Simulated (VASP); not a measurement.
# TiSi2 (Fddd) in VASP: settings compared, part 2 of 2

VASP 6.6.1.

### Step 4. Single point, PBEsol

This run uses another cell than the first one, of 13.70 Å³/atom, 0.942 times its volume.

Contents of INCAR:

```
  PREC = Accurate
  ENCUT = 520
  EDIFF = 1E-6
  ISMEAR = -1
  SIGMA = 0.05
  LREAL = F
  LASPH = T
  NELM = 60
  ALGO = Normal
  ISIF = 2
  LWAVE = F
  LCHARG = T
  GGA = PS
  LELF = T
  LVHAR = T
  NBANDS = 29
```

Contents of KPOINTS:

```
Automatic mesh
0
Gamma
  6 6 6
```

Contents of POSCAR:

```
TiSi2
1.0
    0.0000000000      4.1175163063      4.1776398787
    2.3895119538      0.0000000000      4.1776398787
    2.3895119538      4.1175163063      0.0000000000
Ti Si
2 4
Direct
    0.7500000000      0.7500000000      0.7500000000
    0.5000000000      0.5000000000      0.5000000000
    0.4125656100      0.0874343900      0.4125656100
    0.0874343900      0.4125656100      0.0874343900
    0.1625656100      0.8374343900      0.1625656100
    0.8374343900      0.1625656100      0.8374343900
```

Potentials or basis: VASP PAW PBE potentials, release 64 (Ti_sv, Si).

Launch:

```
$ cat potpaw_PBE.64/Ti_sv/POTCAR potpaw_PBE.64/Si/POTCAR > POTCAR
$ mpirun -np 1 vasp_std > vasp.out
```

OUTCAR:

```text
PREC = Accurate
   ENCUT = 520
   EDIFF = 1E-6
   ISMEAR = -1
   LREAL = F
   LASPH = T
   NELM = 60
   ISIF = 2
   GGA = PS

 ion  position               nearest neighbor table
   1  0.750  0.750  0.750-   6 2.51   5 2.51   6 2.51   5 2.51   3 2.74   3 2.74   4 2.74   4 2.74
                             3 2.78   4 2.78
   2  0.500  0.500  0.500-   4 2.51   3 2.51   4 2.51   3 2.51   5 2.74   5 2.74   6 2.74   6 2.74
                             5 2.78   6 2.78
   3  0.413  0.087  0.413-   6 2.48   6 2.48   2 2.51   2 2.51   4 2.68   1 2.74   1 2.74   1 2.78
                             4 2.79   4 2.79
[... 984 lines left out ...]
  -------------------------------------------------------------------------------------
  Total        0.1136914     -0.7063793      3.5875943      0.0000000      0.0000000      0.0000000
  in kB        2.2158108    -13.7671165     69.9211206      0.0000000      0.0000000      0.0000000
  external PRESSURE =      19.4566050 kB  Pullay stress =       0.0000000 kB

 VOLUME and BASIS-vectors are now :
 -----------------------------------------------------------------------------
  energy-cutoff  :      520.00
  volume of cell :       82.21
      direct lattice vectors                 reciprocal lattice vectors
     0.000000000  4.117516306  4.177639879    -0.209247750  0.121432427  0.119684802
     2.389511954  0.000000000  4.177639879     0.209247750 -0.121432427  0.119684802
     2.389511954  4.117516306  0.000000000     0.209247750  0.121432427 -0.119684802

 POSITION                                       TOTAL-FORCE (eV/Angst)
 -----------------------------------------------------------------------------------
      3.58427      6.17627      6.26646         0.000000     -0.000000     -0.000000
      2.38951      4.11752      4.17764        -0.000000     -0.000000      0.000000
      1.19476      3.39749      2.08882         0.000000      0.135543     -0.000000
      1.19476      0.72003      2.08882         0.000000     -0.135543     -0.000000
      2.38951      1.33873      4.17764        -0.000000      0.135543      0.000000
      2.38951      6.89630      4.17764        -0.000000     -0.135543      0.000000
 -----------------------------------------------------------------------------------
    total drift:                               -0.000000     -0.000000      0.000000

  FREE ENERGIE OF THE ION-ELECTRON SYSTEM (eV)
  ---------------------------------------------------
  free  energy   TOTEN  =       -43.6790333000 eV

  energy  without entropy=      -43.6646945350  energy(sigma->0) =      -43.67186392
```

Wall time 2 min (1 thread of Intel Xeon Platinum 8259CL at 2.50GHz (Skylake/Cascade Lake), shared host); peak memory 0.28 GiB.

What came out:

```yaml
Free_energy: -43.6790 eV
Pressure: 1.9 GPa
Largest_force: 0.136 eV/Å
Band_gap_on_the_k_mesh: zero (band 20 reaches 10.92 eV, above the bottom of band 21 at 9.19 eV)
```

Forces on the atoms (eV/Å):
```
Ti   0.000  0.000  0.000
Ti   0.000  0.000  0.000
Si   0.000  0.136  0.000
Si   0.000 -0.136  0.000
Si   0.000  0.136  0.000
Si   0.000 -0.136  0.000
```

Caveat: the PAW data sets were made with another functional, which shifts forces and pressure a little.

### Step 5. Single point, PBEsol

This run uses another cell than the first one, of 13.84 Å³/atom, 0.952 times its volume.

Contents of INCAR:

```
SYSTEM = TiSi2
ALGO     = Normal         ! electronic algorithm
EDIFF    = 1E-7           ! SCF threshold, eV
ENCUT    = 520            ! plane-wave cutoff, eV
GGA      = PS             ! functional
ISIF     = 2              ! what is computed and relaxed
ISMEAR   = -1             ! smearing method
LASPH    = .True.         ! aspherical terms in the spheres
LCHARG   = .False.        ! write CHGCAR
LREAL    = .False.        ! projectors in reciprocal space
LWAVE    = .False.        ! write WAVECAR
NBANDS   = 29             ! bands
NELM     = 60             ! most SCF steps
PREC     = Accurate       ! precision mode
SIGMA    = 0.05           ! smearing width, eV
```

Contents of KPOINTS:

```
k-points
0
Gamma
  6 6 6
  0 0 0
```

POSCAR, as its differences from that of step 4:

```diff
@@ -2,4 +2,4 @@
 1.0
-    0.0000000000      4.1175163063      4.1776398787
-    2.3895119538      0.0000000000      4.1776398787
+    0.0000000000      4.1175163063      4.2202688570
+    2.3895119538      0.0000000000      4.2202688570
     2.3895119538      4.1175163063      0.0000000000
```

Potentials or basis: VASP PAW PBE potentials, release 64 (Ti_sv, Si).

Launch:

```
$ cat potpaw_PBE.64/Ti_sv/POTCAR potpaw_PBE.64/Si/POTCAR > POTCAR
$ mpirun -np 1 vasp_std > vasp.out
```

OUTCAR:

```text
SYSTEM = TiSi2
   EDIFF = 1E-7
   ENCUT = 520
   GGA = PS
   ISIF = 2
   ISMEAR = -1
   LASPH = .True.
   LREAL = .False.
   NELM = 60
   PREC = Accurate

 ion  position               nearest neighbor table
   1  0.750  0.750  0.750-   6 2.53   5 2.53   6 2.53   5 2.53   3 2.74   3 2.74   4 2.74   4 2.74
                             3 2.78   4 2.78
   2  0.500  0.500  0.500-   4 2.53   3 2.53   4 2.53   3 2.53   5 2.74   5 2.74   6 2.74   6 2.74
                             5 2.78   6 2.78
   3  0.413  0.087  0.413-   6 2.50   6 2.50   2 2.53   2 2.53   4 2.68   1 2.74   1 2.74   1 2.78
                             4 2.79   4 2.79
   4  0.087  0.413  0.087-   5 2.50   5 2.50   2 2.53   2 2.53   3 2.68   1 2.74   1 2.74   1 2.78
                             3 2.79   3 2.79
   5  0.163  0.837  0.163-   4 2.50   4 2.50   1 2.53   1 2.53   6 2.68   2 2.74   2 2.74   2 2.78
                             6 2.79   6 2.79
   6  0.837  0.163  0.837-   3 2.50   3 2.50   1 2.53   1 2.53   5 2.68   2 2.74   2 2.74   2 2.78
                             5 2.79   5 2.79

  LATTYP: Found a face centered orthorhombic cell.
 ALAT       =     4.7790239076
 B/A-ratio  =     1.7231620456
 C/A-ratio  =     1.7661635257

  Lattice vectors:

 A1 = (   0.0000000000,   4.1175163063,   4.2202688570)
 A2 = (   2.3895119538,   0.0000000000,   4.2202688570)
[... 185 lines left out ...]

 E-fermi :  10.2690     XC(G=0): -11.8666

 val. band max:       10.2430951080   @ k =  -0.1667   0.3333   0.1667
 cond. band min:      10.2743523405   @ k =  -0.3333   0.1667  -0.0000
 fundamental gap:      0.0312572325
 Fermi energy:        10.2690106421

 k-point     1 :       0.0000    0.0000    0.0000
  band No.  band energies     occupation
      1     -45.7607      2.00000
      2     -45.7296      2.00000
      3     -22.2528      2.00000
      4     -22.2409      2.00000
      5     -22.1655      2.00000
      6     -22.1495      2.00000
[... 757 lines left out ...]
     28      14.3049      0.00000
     29      14.8514      0.00000

 [... further k-points ...]
[... 5 lines left out ...]
  --------------------------------------------------------------------------------------
  -------------------------------------------------------------------------------------
  Total       -0.3572654     -0.7948397      1.0955844      0.0000000      0.0000000      0.0000000
  in kB       -6.8926614    -15.3347062     21.1369228      0.0000000      0.0000000      0.0000000
  external PRESSURE =      -0.3634816 kB  Pullay stress =       0.0000000 kB

 VOLUME and BASIS-vectors are now :
 -----------------------------------------------------------------------------
  energy-cutoff  :      520.00
  volume of cell :       83.05
      direct lattice vectors                 reciprocal lattice vectors
     0.000000000  4.117516306  4.220268857    -0.209247750  0.121432427  0.118475864
     2.389511954  0.000000000  4.220268857     0.209247750 -0.121432427  0.118475864
     2.389511954  4.117516306  0.000000000     0.209247750  0.121432427 -0.118475864

 POSITION                                       TOTAL-FORCE (eV/Angst)
 -----------------------------------------------------------------------------------
      3.58427      6.17627      6.33040         0.000000      0.000000      0.000000
      2.38951      4.11752      4.22027        -0.000000      0.000000     -0.000000
      1.19476      3.39749      2.11013         0.000000      0.117699      0.000000
      1.19476      0.72003      2.11013         0.000000     -0.117699      0.000000
      2.38951      1.33873      4.22027        -0.000000      0.117699      0.000000
      2.38951      6.89630      4.22027        -0.000000     -0.117699      0.000000
 -----------------------------------------------------------------------------------
    total drift:                               -0.000000     -0.000000      0.000000

  FREE ENERGIE OF THE ION-ELECTRON SYSTEM (eV)
  ---------------------------------------------------
  free  energy   TOTEN  =       -43.7027828150 eV

  energy  without entropy=      -43.6881216691  energy(sigma->0) =      -43.69545224
```

OSZICAR:

```text
N       E                     dE             d eps       ncg     rms          rms(c)
DAV:   1     0.388680150159E+03    0.38868E+03   -0.18800E+04  2668   0.147E+03
DAV:   2    -0.101358472144E+01   -0.38969E+03   -0.37850E+03  2688   0.432E+02
DAV:   3    -0.439362696481E+02   -0.42923E+02   -0.42114E+02  4459   0.120E+02
DAV:   4    -0.472424007968E+02   -0.33061E+01   -0.32888E+01  3827   0.299E+01
DAV:   5    -0.474163006058E+02   -0.17390E+00   -0.17385E+00  4061   0.583E+00    0.195E+01
DAV:   6    -0.443417360524E+02    0.30746E+01   -0.32045E+01  3746   0.408E+01    0.696E+00
DAV:   7    -0.437964605988E+02    0.54528E+00   -0.58645E+00  3615   0.182E+01    0.542E+00
DAV:   8    -0.437167694848E+02    0.79691E-01   -0.77819E-01  3653   0.695E+00    0.132E+00
DAV:   9    -0.437022180864E+02    0.14551E-01   -0.14278E-01  3608   0.323E+00    0.510E-01
DAV:  10    -0.437030631881E+02   -0.84510E-03   -0.60464E-03  3597   0.574E-01    0.237E-01
DAV:  11    -0.437029145041E+02    0.14868E-03   -0.52381E-03  4131   0.540E-01    0.156E-01
DAV:  12    -0.437027838270E+02    0.13068E-03   -0.10817E-03  3687   0.263E-01    0.151E-02
DAV:  13    -0.437027833475E+02    0.47955E-06   -0.25458E-05  3376   0.442E-02    0.156E-02
DAV:  14    -0.437027829880E+02    0.35944E-06   -0.24910E-06  3577   0.133E-02    0.382E-03
DAV:  15    -0.437027827802E+02    0.20780E-06   -0.10159E-06  3373   0.731E-03    0.476E-04
DAV:  16    -0.437027828150E+02   -0.34782E-07   -0.55489E-08  2017   0.185E-03
   1 F= -.43702783E+02 E0= -.43695452E+02  d E =-.146611E-01
```

Run time: 2.1 min. Hardware: 1 thread of Intel Xeon Platinum 8259CL at 2.50GHz (Skylake/Cascade Lake), shared host; peak memory 0.28 GiB.

Results:

| Quantity | Value |
| --- | --- |
| Free energy | -43.7028 eV |
| Pressure | 0.0 GPa |
| Largest force | 0.118 eV/Å |
| Band gap on the k mesh | zero (band 20 reaches 10.81 eV, above the bottom of band 21 at 9.08 eV) |

Forces on the atoms (eV/Å):
```
Ti   0.000  0.000  0.000
Ti   0.000  0.000  0.000
Si   0.000  0.118  0.000
Si   0.000 -0.118  0.000
Si   0.000  0.118  0.000
Si   0.000 -0.118  0.000
```

Levels at points of the mesh, in eV from the Fermi level:
```csv
k point,band 18,band 19,band 20,band 21,band 22,band 23
"(0.00, 0.00, 0.00)",-2.16,-1.87,-1.44,-1.00,2.07,3.07
"(0.50, 0.00, 0.00)",-1.15,-0.08,0.09,0.94,1.38,1.68
"(0.50, 0.50, 0.00)",-1.65,-1.04,-1.04,0.79,0.79,3.21
"(0.50, 0.00, 0.50)",-2.35,-0.96,-0.96,1.23,1.23,3.34
"(0.00, 0.50, 0.50)",-1.17,-0.74,-0.74,0.84,0.84,2.29
```

Caveat: the PAW data sets were made with another functional, which shifts forces and pressure a little.

### Step 6. Single point, PBEsol

This run uses another cell than the first one, of 13.98 Å³/atom, 0.962 times its volume.

Contents of INCAR:

```
  ALGO = Normal
  EDIFF = 1E-7
  ENCUT = 520
  GGA = PS
  ISIF = 2
  ISMEAR = -1
  LASPH = True
  LCHARG = False
  LREAL = False
  LWAVE = False
  NBANDS = 29
  NELM = 60
  PREC = Accurate
  SIGMA = 0.05
```

Contents of KPOINTS:

```
k-points
0
Gamma
  6 6 6
```

POSCAR, as its differences from that of step 5:

```diff
@@ -2,4 +2,4 @@
 1.0
-    0.0000000000      4.1175163063      4.2202688570
-    2.3895119538      0.0000000000      4.2202688570
+    0.0000000000      4.1175163063      4.2628978354
+    2.3895119538      0.0000000000      4.2628978354
     2.3895119538      4.1175163063      0.0000000000
```

Potentials or basis: VASP PAW PBE potentials, release 64 (Ti_sv, Si).

Launch:

```
$ cat potpaw_PBE.64/Ti_sv/POTCAR potpaw_PBE.64/Si/POTCAR > POTCAR
$ mpirun -np 1 vasp_std > vasp.out
```

OUTCAR:

```text
EDIFF = 1E-7
   ENCUT = 520
   GGA = PS
   ISIF = 2
   ISMEAR = -1
   LASPH = True
   LREAL = False
   NELM = 60
   PREC = Accurate

 ion  position               nearest neighbor table
   1  0.750  0.750  0.750-   6 2.55   5 2.55   6 2.55   5 2.55   3 2.74   3 2.74   4 2.74   4 2.74
                             3 2.78   4 2.78
   2  0.500  0.500  0.500-   4 2.55   3 2.55   4 2.55   3 2.55   5 2.74   5 2.74   6 2.74   6 2.74
                             5 2.78   6 2.78
   3  0.413  0.087  0.413-   6 2.52   6 2.52   2 2.55   2 2.55   4 2.68   1 2.74   1 2.74   1 2.78
                             4 2.79   4 2.79
   4  0.087  0.413  0.087-   5 2.52   5 2.52   2 2.55   2 2.55   3 2.68   1 2.74   1 2.74   1 2.78
                             3 2.79   3 2.79
   5  0.163  0.837  0.163-   4 2.52   4 2.52   1 2.55   1 2.55   6 2.68   2 2.74   2 2.74   2 2.78
                             6 2.79   6 2.79
   6  0.837  0.163  0.837-   3 2.52   3 2.52   1 2.55   1 2.55   5 2.68   2 2.74   2 2.74   2 2.78
                             5 2.79   5 2.79

  LATTYP: Found a face centered orthorhombic cell.
 ALAT       =     4.7790239076
 B/A-ratio  =     1.7231620456
 C/A-ratio  =     1.7840035613

  Lattice vectors:

 A1 = (   0.0000000000,   4.1175163063,   4.2628978354)
 A2 = (   2.3895119538,   0.0000000000,   4.2628978354)
[... 186 lines left out ...]
 E-fermi :  10.1558     XC(G=0): -11.8229

 val. band max:       10.1546303930   @ k =   0.5000   0.1667   0.1667
 cond. band min:      10.1755863599   @ k =  -0.3333   0.1667  -0.0000
 fundamental gap:      0.0209559668
 Fermi energy:        10.1557780381

 k-point     1 :       0.0000    0.0000    0.0000
  band No.  band energies     occupation
      1     -45.9134      2.00000
      2     -45.8841      2.00000
      3     -22.4048      2.00000
      4     -22.3838      2.00000
      5     -22.3107      2.00000
      6     -22.2957      2.00000
[... 757 lines left out ...]
     28      14.1611      0.00000
     29      14.6727      0.00000

 [... further k-points ...]
[... 5 lines left out ...]
  --------------------------------------------------------------------------------------
  -------------------------------------------------------------------------------------
  Total       -0.7789858     -0.8635451     -1.2333251      0.0000000      0.0000000      0.0000000
  in kB      -14.8785513    -16.4936272    -23.5563870      0.0000000      0.0000000      0.0000000
  external PRESSURE =     -18.3095219 kB  Pullay stress =       0.0000000 kB

 VOLUME and BASIS-vectors are now :
 -----------------------------------------------------------------------------
  energy-cutoff  :      520.00
  volume of cell :       83.88
      direct lattice vectors                 reciprocal lattice vectors
     0.000000000  4.117516306  4.262897835    -0.209247750  0.121432427  0.117291106
     2.389511954  0.000000000  4.262897835     0.209247750 -0.121432427  0.117291106
     2.389511954  4.117516306  0.000000000     0.209247750  0.121432427 -0.117291106

 POSITION                                       TOTAL-FORCE (eV/Angst)
 -----------------------------------------------------------------------------------
      3.58427      6.17627      6.39435         0.000000      0.000000     -0.000000
      2.38951      4.11752      4.26290        -0.000000      0.000000      0.000000
      1.19476      3.39749      2.13145        -0.000000      0.099365      0.000000
      1.19476      0.72003      2.13145        -0.000000     -0.099365      0.000000
      2.38951      1.33873      4.26290         0.000000      0.099365      0.000000
      2.38951      6.89630      4.26290         0.000000     -0.099365      0.000000
 -----------------------------------------------------------------------------------
    total drift:                               -0.000000     -0.000000      0.000000

  FREE ENERGIE OF THE ION-ELECTRON SYSTEM (eV)
  ---------------------------------------------------
  free  energy   TOTEN  =       -43.7021416260 eV

  energy  without entropy=      -43.6869602750  energy(sigma->0) =      -43.69455095
```

OSZICAR:

```text
N       E                     dE             d eps       ncg     rms          rms(c)
DAV:   1     0.383879216924E+03    0.38388E+03   -0.18753E+04  2668   0.146E+03
DAV:   2    -0.208554131114E+01   -0.38596E+03   -0.37501E+03  2698   0.427E+02
DAV:   3    -0.439143901596E+02   -0.41829E+02   -0.40944E+02  4385   0.119E+02
DAV:   4    -0.472664733094E+02   -0.33521E+01   -0.33338E+01  3840   0.297E+01
DAV:   5    -0.474692753541E+02   -0.20280E+00   -0.20273E+00  4050   0.630E+00    0.192E+01
DAV:   6    -0.443800981823E+02    0.30892E+01   -0.33171E+01  3806   0.411E+01    0.701E+00
DAV:   7    -0.437984620581E+02    0.58164E+00   -0.62274E+00  3588   0.186E+01    0.534E+00
DAV:   8    -0.437179911731E+02    0.80471E-01   -0.82709E-01  3660   0.712E+00    0.138E+00
DAV:   9    -0.437016321643E+02    0.16359E-01   -0.15332E-01  3699   0.332E+00    0.512E-01
DAV:  10    -0.437024978156E+02   -0.86565E-03   -0.61936E-03  3521   0.584E-01    0.257E-01
DAV:  11    -0.437022954126E+02    0.20240E-03   -0.60651E-03  3937   0.583E-01    0.166E-01
DAV:  12    -0.437021422908E+02    0.15312E-03   -0.12548E-03  3693   0.284E-01    0.164E-02
DAV:  13    -0.437021423078E+02   -0.17026E-07   -0.30081E-05  3403   0.484E-02    0.173E-02
DAV:  14    -0.437021417334E+02    0.57441E-06   -0.32910E-06  3543   0.152E-02    0.390E-03
DAV:  15    -0.437021415803E+02    0.15316E-06   -0.11426E-06  3814   0.754E-03    0.820E-04
DAV:  16    -0.437021416260E+02   -0.45768E-07   -0.36354E-08  2022   0.140E-03
   1 F= -.43702142E+02 E0= -.43694551E+02  d E =-.151814E-01
```

stdout:

```text
POSCAR found type information on POSCAR TiSi
 POSCAR found :  2 types and       6 ions
 scaLAPACK will be used
 -----------------------------------------------------------------------------
|                                                                             |
|                                                                             |
|     You enforced a specific xc type in the INCAR file but a different       |
|     I HOPE YOU KNOW WHAT YOU ARE DOING!                                     |
|                                                                             |
 -----------------------------------------------------------------------------

 LDA part: xc-table for (Slater+PW92), standard interpolation
 POSCAR, INCAR and KPOINTS ok, starting setup
 FFT: planning ... GRIDC
 FFT: planning ... GRID_SOFT
 FFT: planning ... GRID
 WAVECAR not read
 entering main loop
```

Run time: 2.3 min. Hardware: 1 thread of Intel Xeon Platinum 8259CL at 2.50GHz (Skylake/Cascade Lake), shared host; peak memory 0.28 GiB.

What came out:

```yaml
Free_energy: -43.7021 eV
Pressure: -1.8 GPa
Largest_force: 0.099 eV/Å
Band_gap_on_the_k_mesh: zero (band 20 reaches 10.69 eV, above the bottom of band 21 at 8.97 eV)
```

Forces in eV/Å, atoms in the order of the input:
```
Ti   0.000  0.000  0.000
Ti   0.000  0.000  0.000
Si   0.000  0.099  0.000
Si   0.000 -0.099  0.000
Si   0.000  0.099  0.000
Si   0.000 -0.099  0.000
```

Caveat: the PAW data sets were made with another functional, which shifts forces and pressure a little.

### Step 7. The runs side by side

| level | cell | gap on the mesh (eV) | pressure (GPa) | largest force (eV/Å) |
| --- | --- | --- | --- | --- |
| PBE | a = 6.051, b = 5.036, c = 4.761 Å, angles 76.2, 53.9, 49.8°, 6 atoms | none | -4.0 | 0.01 |
| PBEsol | a = 5.805, b = 4.739, c = 4.761 Å, angles 75.3, 52.2, 52.5°, 6 atoms | none | 6.3 | 0.17 |
| PBEsol | a = 5.866, b = 4.813, c = 4.761 Å, angles 75.6, 52.6, 51.8°, 6 atoms | none | 1.9 | 0.14 |
| PBEsol | a = 5.896, b = 4.850, c = 4.761 Å, angles 75.7, 52.8, 51.5°, 6 atoms | none | 0.0 | 0.12 |
| PBEsol | a = 5.927, b = 4.887, c = 4.761 Å, angles 75.8, 53.1, 51.1°, 6 atoms | none | -1.8 | 0.10 |

Alike in all rows: task single point; potentials or basis VASP PAW PBE potentials, release 64 (Ti_sv, Si); no spin polarisation; k mesh 6 × 6 × 6; cutoff (eV) 520; smearing fermi-dirac 0.05 eV.

Caveats: the PAW data sets were made with another functional, which shifts forces and pressure a little (some runs).

Total energies depend on the potentials used, so only differences within one code and one set of settings carry meaning.
